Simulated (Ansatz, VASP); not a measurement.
**One calculation of Nb2Te6Mo, two programs**

```
Nb Te Mo
1.0
     3.62445    0.00026   -0.00106
    -1.81205    3.13626    0.00776
    -0.00705    0.05130   22.79944
Nb Te Mo
2 6 1
Direct
  0.00067 0.00212 0.83251
  0.99316 0.98831 0.16712
  0.66081 0.32429 0.08493
  0.67381 0.34495 0.42104
  0.66819 0.33816 0.75029
  0.33316 0.66659 0.91471
  0.32489 0.65230 0.24932
  0.33889 0.67382 0.57970
  0.00642 0.00946 0.50038
```

Change from the starting cell: cell x1, atoms moved at random (sigma 0.1 Å) and cell strained at random (1.5 %), then relaxed without symmetry.

Alike in both runs: functional PBE; k mesh 6 × 6 × 1; occupations gaussian, width 0.2 eV; no spin polarisation.

Ansatz relaxed the structure, and its values are those at the end. VASP's run is a single point on that final structure, the one shown.

|  | VASP | Ansatz |
| --- | --- | --- |
| version | VASP 6.6.1 | Ansatz 0.2.0 |
| potentials or method | VASP PAW PBE potentials, release 64 (Nb_sv, Te, Mo_sv), cutoff 520 eV | scalar-relativistic, plane waves, PAW |
| valence electrons in the cell | 76 | 136 |

```tsv
	VASP	Ansatz	Ansatz less VASP
gap on the k mesh at the Fermi level (eV)	none	none	-
pressure (GPa)	-0.1	0.0	+0.06
rms of the force components (eV/Å)	0.007	0.004	-0.0028
```

A gap of «none» marks a metal or a gap that the smearing closes. With one functional, cell and mesh, what is left measures potentials, basis and numerics. VASP's potentials hold 76 valence electrons a cell and Ansatz's 136, so a difference there can come from the potentials and not from the codes.

Spin-orbit coupling is off throughout.
